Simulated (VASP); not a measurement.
# Ag (P-1) in VASP: single point with PBEsol

Aim: the single point of Ag with PBEsol.

All numbers are computed with VASP 6.6.1; they aren't measurements. Logs are shortened: lines on timing, memory, paths and dates and some standing lists are left out, and cuts for length are marked.

### Step 1. The cell of the first run

The typed cell holds 2 atoms: a = 2.793 Å, b = 2.793 Å, c = 4.561 Å, α = 90.00°, β = 90.00°, γ = 109.47°.

### Step 2. Single point, PBEsol (atoms moved at random)

Contents of INCAR:

```
PREC = Accurate ; ENCUT = 520
EDIFF = 1E-6 ; ISMEAR = 0
SIGMA = 0.15 ; LREAL = F
LASPH = T ; NELM = 60
ALGO = Fast ; ISIF = 2
LWAVE = F ; LCHARG = F
GGA = PS ; NBANDS = 18
```

Contents of KPOINTS:

```
Automatic mesh
0
Gamma
  12 12 8
```

Contents of POSCAR:

```
Ag
1.0
   -1.6125573281      1.6125573281      1.6125573281
    1.6125573281     -1.6125573281      1.6125573281
    3.2251146562      3.2251146562      0.0000000000
Ag
2
Direct
    0.1039948074      0.1152498129     -0.0239737902
    0.3960051926      0.3847501871      0.5239737902
```

Potentials or basis: VASP PAW PBE potentials, release 64 (Ag).

On the command line:

```bash
$ cat potpaw_PBE.64/Ag/POTCAR > POTCAR
$ mpirun -np 1 vasp_std > vasp.out
```

OUTCAR:

```text
PREC = Accurate
   ENCUT = 520
   EDIFF = 1E-6
   ISMEAR = 0
   LREAL = F
   LASPH = T
   NELM = 60
   ISIF = 2
   GGA = PS

 ion  position               nearest neighbor table
   1  0.104  0.115  0.976-   2 2.25   2 2.66   2 3.10   2 3.12   2 3.19   2 3.41   2 3.42   2 3.49

   2  0.396  0.385  0.524-   1 2.25   1 2.66   1 3.10   1 3.12   1 3.19   1 3.41   1 3.42   1 3.49

  LATTYP: Found a base centered orthorhombic cell.
 ALAT       =     3.2251146562
 B/A-ratio  =     1.4142135624
 C/A-ratio  =     1.4142135624

  Lattice vectors:

 A1 = (  -1.6125573281,   1.6125573281,   1.6125573281)
 A2 = (   1.6125573281,  -1.6125573281,   1.6125573281)
 A3 = (   3.2251146562,   3.2251146562,   0.0000000000)

Analysis of symmetry for initial positions (statically):
=====================================================================
 Subroutine PRICEL returns:
 Original cell was already a primitive cell.

 Routine SETGRP: Setting up the symmetry group for a
 base centered orthorhombic supercell.

 Subroutine GETGRP returns: Found  2 space group operations
 (whereof  1 operations were pure point group operations)
 out of a pool of  8 trial point group operations.

The static configuration has the point symmetry C_1 .
 The point group associated with its full space group is S_2 .

Analysis of symmetry for dynamics (positions and initial velocities):
=====================================================================
 Subroutine PRICEL returns:
 Original cell was already a primitive cell.

 Routine SETGRP: Setting up the symmetry group for a
 base centered orthorhombic supercell.

 Subroutine GETGRP returns: Found  2 space group operations
 (whereof  1 operations were pure point group operations)
 out of a pool of  8 trial point group operations.

The dynamic configuration has the point symmetry C_1 .
 The point group associated with its full space group is S_2 .

 Subroutine INISYM returns: Found  2 space group operations
 (whereof  1 operations are pure point group operations),
 and found     1 'primitive' translations

----------------------------------------------------------------------------------------

                                     Primitive cell

  volume of cell :      33.5456

[... 78 lines left out ...]
 SYSTEM =  unknown system
   PREC   = accura    normal or accurate (medium, high low for compatibility)
   ISTART =      0    job   : 0-new  1-cont  2-samecut
   ICHARG =      2    charge: 1-file 2-atom 10-const
   ISPIN  =      1    spin polarized calculation?
   LNONCOLLINEAR =      F non collinear calculations
   LSORBIT =      F    spin-orbit coupling
   LASPH  =      T    aspherical Exc in radial PAW
   ENCUT  =  520.0 eV  38.22 Ry    6.18 a.u.   5.19  5.19  8.48*2*pi/ulx,y,z
   NELM   =     60;   NELMIN=  2; NELMDL= -5     # of ELM steps
   EDIFF  = 0.1E-05   stopping-criterion for ELM
   LREAL  =      F    real-space projection
   EDIFFG = 0.1E-04   stopping-criterion for IOM
   NSW    =      0    number of steps for IOM
   IBRION =     -1    ionic relax: 0-MD 1-quasi-New 2-CG
   NFREE  =      0    steps in history (QN), initial steepest desc. (CG)
   ISIF   =      2    stress and relaxation
   ISYM   =      2    0-nonsym 1-usesym 2-fastsym
   POTIM  = 0.5000    time-step for ionic-motion
   TEBEG  =    0.0;   TEEND  =   0.0 temperature during run
   PSTRESS=    0.0 pullay stress
   NELECT =      22.0000    total number of electrons
   NUPDOWN=      -1.0000    fix difference up-down
   EMIN   =  10.00;   EMAX   =-10.00  energy-range for DOS
   EFERMI =   0.00;   METHOD = LEGACY
   ISMEAR =     0;   SIGMA  =   0.15  broadening in eV -4-tet -1-fermi 0-gaus
   EFERMI_NEDOS =   21; number of points for ismear=-14 and -15
   IALGO  =     68    algorithm
   IMIX   =      4    mixing-type and parameters
     AMIX     =   0.40;   BMIX     =  1.00
     AMIX_MAG =   1.60;   BMIX_MAG =  1.00
  volume/ion in A,a.u.               =      16.77       113.19
  Fermi-wavevector in a.u.,A,eV,Ry     =   1.422342  2.687836 27.525341  2.023056
  Thomas-Fermi vector in A             =   2.543056
   LORBIT       =      0    0 simple, 1 ext, 2 COOP (PROOUT), +10 PAW based schemes
   GGA     = PS    functional components
   LHFCALC =     F    Hartree Fock is set to
   AEXX    =    0.0000 exact exchange contribution
   IVDW    =     0    specifies the selected vdW correction
   LEPSILON=     F    determine dielectric tensor
   LRPA    =     F    only Hartree local field effects (RPA)
 non-spin polarized calculation
 RMM-DIIS sequential band-by-band and
 Gauss-broadening in eV      SIGMA  =   0.15
  energy-cutoff  :      520.00
  volume of cell :       33.55
 maximum number of plane-waves:       922
 NGX is ok and might be reduce to    24
   NGX = 11   NGY = 11   NGZ = 17

 number of electron      22.0000002 magnetization

 Free energy of the ion-electron system (eV)
  ---------------------------------------------------
  ext. energy  EPLUGINS =         0.00000000
  ---------------------------------------------------
  free energy    TOTEN  =        -5.45359070 eV

  energy without entropy =       -5.44626945  energy(sigma->0) =       -5.44993008

 E-fermi :   8.5091     XC(G=0): -12.4426

 val. band max:        8.5083663406   @ k =   0.2500  -0.1667   0.2500
 cond. band min:       8.5168022475   @ k =   0.0000   0.0000   0.0000
 fundamental gap:      0.0084359069
 Fermi energy:         8.5090836270

 k-point     1 :       0.0000    0.0000    0.0000
  band No.  band energies     occupation
      1       0.5386      2.00000
      2       2.2197      2.00000
      3       2.3099      2.00000
      4       2.8263      2.00000
      5       3.1118      2.00000
      6       4.1140      2.00000
[... 481 lines left out ...]
      5       3.8650      2.00000
      6       3.9611      2.00000
[... 10 lines left out ...]
     17      20.6049      0.00000
     18      25.7856      0.00000

 [... further k-points ...]
[... 5 lines left out ...]
  --------------------------------------------------------------------------------------
  -------------------------------------------------------------------------------------
  Total        5.0311786      4.6610930      0.9818427      4.7980314     -2.4762290     -2.6846290
  in kB      240.2950589    222.6193298     46.8939716    229.1596741   -118.2676345   -128.2210676
  external PRESSURE =     169.9361201 kB  Pullay stress =       0.0000000 kB

 VOLUME and BASIS-vectors are now :
 -----------------------------------------------------------------------------
  energy-cutoff  :      520.00
  volume of cell :       33.55
      direct lattice vectors                 reciprocal lattice vectors
    -1.612557328  1.612557328  1.612557328    -0.155033248  0.155033248  0.310066496
     1.612557328 -1.612557328  1.612557328     0.155033248 -0.155033248  0.310066496
     3.225114656  3.225114656  0.000000000     0.155033248  0.155033248  0.000000000

 POSITION                                       TOTAL-FORCE (eV/Angst)
 -----------------------------------------------------------------------------------
      3.16595      3.12965      0.35354         3.140295      2.962218     -2.492030
      1.67173      1.70802      1.25901        -3.140295     -2.962218      2.492030
 -----------------------------------------------------------------------------------
    total drift:                               -0.000000      0.000000     -0.000000

  FREE ENERGIE OF THE ION-ELECTRON SYSTEM (eV)
  ---------------------------------------------------
  free  energy   TOTEN  =        -5.4535906976 eV

  energy  without entropy=       -5.4462694528  energy(sigma->0) =       -5.44993008
```

OSZICAR:

```text
N       E                     dE             d eps       ncg     rms          rms(c)
DAV:   1     0.125610470434E+03    0.12561E+03   -0.11374E+04 20880   0.120E+03
DAV:   2    -0.397281531960E+01   -0.12958E+03   -0.12342E+03 21682   0.270E+02
DAV:   3    -0.609045967724E+01   -0.21176E+01   -0.21108E+01 23844   0.392E+01
DAV:   4    -0.609751877554E+01   -0.70591E-02   -0.70585E-02 22616   0.221E+00
DAV:   5    -0.609758140296E+01   -0.62627E-04   -0.62628E-04 22678   0.223E-01    0.108E+01
RMM:   6    -0.549237970898E+01    0.60520E+00   -0.12763E+00 20926   0.925E+00    0.664E+00
RMM:   7    -0.546165794727E+01    0.30722E-01   -0.41599E-02 21835   0.183E+00    0.326E+00
RMM:   8    -0.545364790825E+01    0.80100E-02   -0.53281E-03 22334   0.667E-01    0.129E-01
RMM:   9    -0.545359862255E+01    0.49286E-04   -0.66393E-04 22868   0.207E-01    0.722E-02
RMM:  10    -0.545359277672E+01    0.58458E-05   -0.11192E-04 23166   0.838E-02    0.403E-02
RMM:  11    -0.545359505744E+01   -0.22807E-05   -0.45181E-05 22956   0.489E-02    0.391E-02
RMM:  12    -0.545359031511E+01    0.47423E-05   -0.28252E-05 22280   0.431E-02    0.394E-03
RMM:  13    -0.545359069761E+01   -0.38250E-06   -0.34022E-06 17807   0.123E-02
   1 F= -.54535907E+01 E0= -.54499301E+01  d E =-.732124E-02
```

stdout:

```text
POSCAR found type information on POSCAR Ag
 POSCAR found :  1 types and       2 ions
 scaLAPACK will be used
 -----------------------------------------------------------------------------
|                                                                             |
|                                                                             |
|     You enforced a specific xc type in the INCAR file but a different       |
|     I HOPE YOU KNOW WHAT YOU ARE DOING!                                     |
|                                                                             |
 -----------------------------------------------------------------------------

 LDA part: xc-table for (Slater+PW92), standard interpolation
 POSCAR, INCAR and KPOINTS ok, starting setup
 FFT: planning ... GRIDC
 FFT: planning ... GRID_SOFT
 FFT: planning ... GRID
 WAVECAR not read
 entering main loop
```

Wall time 2.2 min (1 thread of Intel Xeon Platinum 8488C (Sapphire Rapids), shared host); peak memory 0.38 GiB.

Results:

```
Free energy            : -5.4536 eV
Pressure               : 17.0 GPa
Largest force          : 4.985 eV/Å
Band gap on the k mesh : zero (bands 11 and 12 overlap by 6.46 eV)
```

Forces on the atoms (eV/Å):
```
Ag   3.140  2.962 -2.492
Ag  -3.140 -2.962  2.492
```

Caveat: the cell differs from its parent crystal (atoms moved at random); the stress differs along the axes, from 5 to 24 GPa; the PAW data sets were made with another functional, which shifts forces and pressure a little.
